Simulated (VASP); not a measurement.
# AlN (P6_3/mmc) in VASP: a series of runs

AlN is run at these levels: PBEsol; tasks: single point.

Program: VASP 6.6.1. These are calculated values, not measurements. Logs are shortened: lines on timing, memory, paths and dates and some standing lists are left out, and cuts for length are marked.

## Step 1: The cell of the first run

It takes space group P6_3/mmc (No. 194, hexagonal). Conventional cell: a = 3.361 Å, b = 3.361 Å, c = 4.183 Å, α = 90.00°, β = 90.00°, γ = 120.00°. Al (site symmetry -6m2) has 5 N at 1.94 to 2.09 Å within 2.6 Å. N (site symmetry -6m2) has 5 Al at 1.94 to 2.09 Å within 2.6 Å.

## Step 2: Single point, PBEsol

INCAR reads:

```
SYSTEM = AlN
PREC = Accurate ; ENCUT = 520
EDIFF = 1E-6 ; ISMEAR = 0
SIGMA = 0.05 ; LREAL = .FALSE.
LASPH = .TRUE. ; NELM = 80
ALGO = Normal ; ISIF = 2
LWAVE = .FALSE. ; LCHARG = .FALSE.
GGA = PS ; NBANDS = 16
```

KPOINTS reads:

```
regular mesh
0
G
  9 9 6
  0 0 0
```

POSCAR reads:

```
AlN
1.0
    3.3610000000      0.0000000000      0.0000000000
   -1.6805000000      2.9107113821      0.0000000000
    0.0000000000      0.0000000000      4.1826000000
Al N
2 2
Direct
    0.3333333333      0.6666666667      0.7500000000
    0.6666666667      0.3333333333      0.2500000000
    0.3333333333      0.6666666667      0.2500000000
    0.6666666667      0.3333333333      0.7500000000
```

Potentials or basis: VASP PAW PBE potentials, release 64 (Al, N).

The run is started by

```
$ cat potpaw_PBE.64/Al/POTCAR potpaw_PBE.64/N/POTCAR > POTCAR
$ mpirun -np 1 vasp_std > vasp.out
```

OUTCAR:

```text
SYSTEM = AlN
   PREC = Accurate
   ENCUT = 520
   EDIFF = 1E-6
   ISMEAR = 0
   LREAL = .FALSE.
   LASPH = .TRUE.
   NELM = 80
   ISIF = 2
   GGA = PS

 ion  position               nearest neighbor table
   1  0.333  0.667  0.750-   4 1.94   4 1.94   4 1.94   3 2.09   3 2.09   2 2.85   2 2.85   2 2.85
                             2 2.85   2 2.85   2 2.85
   2  0.667  0.333  0.250-   3 1.94   3 1.94   3 1.94   4 2.09   4 2.09   1 2.85   1 2.85   1 2.85
                             1 2.85   1 2.85   1 2.85
   3  0.333  0.667  0.250-   2 1.94   2 1.94   2 1.94   1 2.09   1 2.09
   4  0.667  0.333  0.750-   1 1.94   1 1.94   1 1.94   2 2.09   2 2.09

  LATTYP: Found a hexagonal cell.
 ALAT       =     3.3610000000
 C/A-ratio  =     1.2444510562

  Lattice vectors:

 A1 = (   3.3610000000,   0.0000000000,   0.0000000000)
 A2 = (  -1.6805000000,   2.9107113821,   0.0000000000)
 A3 = (   0.0000000000,   0.0000000000,   4.1826000000)

Analysis of symmetry for initial positions (statically):
=====================================================================
 Subroutine PRICEL returns:
 Original cell was already a primitive cell.

 Routine SETGRP: Setting up the symmetry group for a
 hexagonal supercell.

 Subroutine GETGRP returns: Found 24 space group operations
 (whereof 12 operations were pure point group operations)
 out of a pool of 24 trial point group operations.

The static configuration has the point symmetry D_3d.
 The point group associated with its full space group is D_6h.

Analysis of symmetry for dynamics (positions and initial velocities):
=====================================================================
 Subroutine PRICEL returns:
 Original cell was already a primitive cell.

 Routine SETGRP: Setting up the symmetry group for a
 hexagonal supercell.

 Subroutine GETGRP returns: Found 24 space group operations
 (whereof 12 operations were pure point group operations)
 out of a pool of 24 trial point group operations.

The dynamic configuration has the point symmetry D_3d.
 The point group associated with its full space group is D_6h.

 Subroutine INISYM returns: Found 24 space group operations
 (whereof 12 operations are pure point group operations),
 and found     1 'primitive' translations

----------------------------------------------------------------------------------------

                                     Primitive cell

  volume of cell :      40.9180

  direct lattice vectors                    reciprocal lattice vectors
     3.361000000  0.000000000  0.000000000     0.297530497  0.171779312  0.000000000
    -1.680500000  2.910711382  0.000000000     0.000000000  0.343558625  0.000000000
     0.000000000  0.000000000  4.182600000     0.000000000  0.000000000  0.239085736

  length of vectors
     3.361000000  3.361000000  4.182600000     0.343558625  0.343558625  0.239085736

  position of ions in fractional coordinates (direct lattice)
     0.333333333  0.666666667  0.750000000
     0.666666667  0.333333333  0.250000000
     0.333333333  0.666666667  0.250000000
     0.666666667  0.333333333  0.750000000

  ion indices of the primitive-cell ions
   primitive index   ion index
                 1           1
                 2           2
                 3           3
                 4           4

----------------------------------------------------------------------------------------

 KPOINTS: regular mesh

Automatic generation of k-mesh.
 Grid dimensions read from file:
 generate k-points for:    9    9    6

 Generating k-lattice:

  Cartesian coordinates                     Fractional coordinates (reciprocal lattice)
     0.033058944  0.019086590  0.000000000     0.111111111  0.000000000  0.000000000
     0.000000000  0.038173181  0.000000000     0.000000000  0.111111111  0.000000000
     0.000000000  0.000000000  0.039847623     0.000000000  0.000000000  0.166666667

  Length of vectors
     0.038173181  0.038173181  0.039847623

  Shift w.r.t. Gamma in fractional coordinates (k-lattice)
     0.000000000  0.000000000  0.000000000

 Subroutine IBZKPT returns following result:
 ===========================================

 Found     48 irreducible k-points:

 Following reciprocal coordinates:
            Coordinates               Weight
  0.000000  0.000000  0.000000      1.000000
  0.111111 -0.000000  0.000000      6.000000
  0.222222 -0.000000  0.000000      6.000000
  0.333333 -0.000000  0.000000      6.000000
  0.444444 -0.000000  0.000000      6.000000
  0.111111  0.111111  0.000000      6.000000
[... 16 lines left out ...]
  0.333333  0.222222  0.166667     24.000000
  0.333333  0.333333  0.166667      4.000000
 [... further k-points ...]
   k-points           NKPTS =     48   k-points in BZ     NKDIM =     48   number of bands    NBANDS=     16
   number of dos      NEDOS =    301   number of ions     NIONS =      4
   total plane-waves  NPLWV =  25088
   dimension x,y,z NGX =    28 NGY =   28 NGZ =   32
   dimension x,y,z NGXF=    56 NGYF=   56 NGZF=   64
   ions per type =               2   2
   NGX,Y,Z   is equivalent  to a cutoff of  13.85, 13.85, 12.72 a.u.
   NGXF,Y,Z  is equivalent  to a cutoff of  27.70, 27.70, 25.44 a.u.
 SYSTEM =  AlN
   PREC   = accura    normal or accurate (medium, high low for compatibility)
   ISTART =      0    job   : 0-new  1-cont  2-samecut
   ICHARG =      2    charge: 1-file 2-atom 10-const
   ISPIN  =      1    spin polarized calculation?
   LNONCOLLINEAR =      F non collinear calculations
   LSORBIT =      F    spin-orbit coupling
   LASPH  =      T    aspherical Exc in radial PAW
   ENCUT  =  520.0 eV  38.22 Ry    6.18 a.u.   6.25  6.25  7.78*2*pi/ulx,y,z
   NELM   =     80;   NELMIN=  2; NELMDL= -5     # of ELM steps
   EDIFF  = 0.1E-05   stopping-criterion for ELM
   LREAL  =      F    real-space projection
   EDIFFG = 0.1E-04   stopping-criterion for IOM
   NSW    =      0    number of steps for IOM
   IBRION =     -1    ionic relax: 0-MD 1-quasi-New 2-CG
   NFREE  =      0    steps in history (QN), initial steepest desc. (CG)
   ISIF   =      2    stress and relaxation
   ISYM   =      2    0-nonsym 1-usesym 2-fastsym
   POTIM  = 0.5000    time-step for ionic-motion
   TEBEG  =    0.0;   TEEND  =   0.0 temperature during run
   PSTRESS=    0.0 pullay stress
   NELECT =      16.0000    total number of electrons
   NUPDOWN=      -1.0000    fix difference up-down
   EMIN   =  10.00;   EMAX   =-10.00  energy-range for DOS
   EFERMI =   0.00;   METHOD = LEGACY
   ISMEAR =     0;   SIGMA  =   0.05  broadening in eV -4-tet -1-fermi 0-gaus
   EFERMI_NEDOS =   21; number of points for ismear=-14 and -15
   IALGO  =     38    algorithm
   IMIX   =      4    mixing-type and parameters
     AMIX     =   0.40;   BMIX     =  1.00
     AMIX_MAG =   1.60;   BMIX_MAG =  1.00
  volume/ion in A,a.u.               =      10.23        69.03
  Fermi-wavevector in a.u.,A,eV,Ry     =   1.197136  2.262259 19.498980  1.433135
  Thomas-Fermi vector in A             =   2.333059
   LORBIT       =      0    0 simple, 1 ext, 2 COOP (PROOUT), +10 PAW based schemes
   GGA     = PS    functional components
   LHFCALC =     F    Hartree Fock is set to
   AEXX    =    0.0000 exact exchange contribution
   IVDW    =     0    specifies the selected vdW correction
   LEPSILON=     F    determine dielectric tensor
   LRPA    =     F    only Hartree local field effects (RPA)
 non-spin polarized calculation
 Gauss-broadening in eV      SIGMA  =   0.05
  energy-cutoff  :      520.00
  volume of cell :       40.92
 maximum number of plane-waves:      1120
 NGX is ok and might be reduce to    28
   NGX = 13   NGY = 13   NGZ = 15

 number of electron      15.9999998 magnetization

 Free energy of the ion-electron system (eV)
  ---------------------------------------------------
  ext. energy  EPLUGINS =         0.00000000
  ---------------------------------------------------
  free energy    TOTEN  =       -30.88997435 eV

  energy without entropy =      -30.88997435  energy(sigma->0) =      -30.88997435

 E-fermi :   7.7273     XC(G=0): -11.2263

 val. band max:        7.4770678348   @ k =   0.0000   0.0000   0.0000
 cond. band min:      10.5044444498   @ k =   0.0000   0.0000   0.0000
 fundamental gap:      3.0273766150
 Fermi energy:         7.7272990081

 k-point     1 :       0.0000    0.0000    0.0000
  band No.  band energies     occupation
      1      -9.0118      2.00000
      2      -5.3956      2.00000
      3       0.8209      2.00000
      4       4.2910      2.00000
      5       4.2910      2.00000
      6       6.0104      2.00000
[... 8 lines left out ...]
     15      19.1051      0.00000
     16      19.1878      0.00000

 k-point     2 :       0.1111   -0.0000    0.0000
  band No.  band energies     occupation
      1      -8.8763      2.00000
      2      -5.3990      2.00000
      3       0.9671      2.00000
      4       3.8032      2.00000
      5       4.0941      2.00000
      6       5.5098      2.00000
[... 8 lines left out ...]
     15      18.6311      0.00000
     16      18.8022      0.00000

 k-point     3 :       0.2222   -0.0000    0.0000
  band No.  band energies     occupation
      1      -8.4879      2.00000
      2      -5.4513      2.00000
      3       1.3931      2.00000
      4       2.7555      2.00000
      5       3.6916      2.00000
      6       4.6208      2.00000
[... 8 lines left out ...]
     15      17.7021      0.00000
     16      19.7081      0.00000
[... 362 lines left out ...]
 k-point    23 :       0.3333    0.2222    0.1667
  band No.  band energies     occupation
      1      -6.9390      2.00000
      2      -6.1541      2.00000
      3       1.1157      2.00000
      4       1.8478      2.00000
      5       2.5789      2.00000
      6       4.3951      2.00000
[... 8 lines left out ...]
     15      18.9130      0.00000
     16      20.4668      0.00000

 k-point    24 :       0.3333    0.3333    0.1667
  band No.  band energies     occupation
      1      -6.4987      2.00000
      2      -6.4987      2.00000
      3       1.1281      2.00000
      4       2.0529      2.00000
      5       2.0529      2.00000
      6       4.6776      2.00000
[... 8 lines left out ...]
     15      18.5548      0.00000
     16      20.2381      0.00000

 [... further k-points ...]

------------------------ aborting loop because EDIFF is reached ----------------------------------------

  FORCE on cell =-STRESS in cart. coord.  units (eV):
  Direction    XX          YY          ZZ          XY          YZ          ZX
  --------------------------------------------------------------------------------------
  -------------------------------------------------------------------------------------
  Total       -2.5821325     -2.5821325     -1.9044792      0.0000000      0.0000000      0.0000000
  in kB     -101.1055780   -101.1055780    -74.5714921      0.0000000      0.0000000      0.0000000
  external PRESSURE =     -92.2608827 kB  Pullay stress =       0.0000000 kB

 VOLUME and BASIS-vectors are now :
 -----------------------------------------------------------------------------
  energy-cutoff  :      520.00
  volume of cell :       40.92
      direct lattice vectors                 reciprocal lattice vectors
     3.361000000  0.000000000  0.000000000     0.297530497  0.171779312  0.000000000
    -1.680500000  2.910711382  0.000000000     0.000000000  0.343558625  0.000000000
     0.000000000  0.000000000  4.182600000     0.000000000  0.000000000  0.239085736

 POSITION                                       TOTAL-FORCE (eV/Angst)
 -----------------------------------------------------------------------------------
     -0.00000      1.94047      3.13695         0.000000      0.000000      0.000000
      1.68050      0.97024      1.04565         0.000000      0.000000      0.000000
     -0.00000      1.94047      1.04565         0.000000      0.000000      0.000000
      1.68050      0.97024      3.13695        -0.000000      0.000000      0.000000
 -----------------------------------------------------------------------------------
    total drift:                               -0.000000      0.000000     -0.000000

  FREE ENERGIE OF THE ION-ELECTRON SYSTEM (eV)
  ---------------------------------------------------
  free  energy   TOTEN  =       -30.8899743515 eV

  energy  without entropy=      -30.8899743515  energy(sigma->0) =      -30.88997435
```

Wall time 44 s (1 thread of AMD EPYC 7R13 (Zen 3), shared host); peak memory 0.14 GiB.

Results:

```
Free energy            : -30.8900 eV
Pressure               : -9.2 GPa
Band gap on the k mesh : 3.03 eV, direct
```

Caveat: the PAW data sets were made with another functional, which shifts forces and pressure a little. As with any semilocal functional, this PBEsol gap is likely too small.

(Continued in part 2 of 2.)
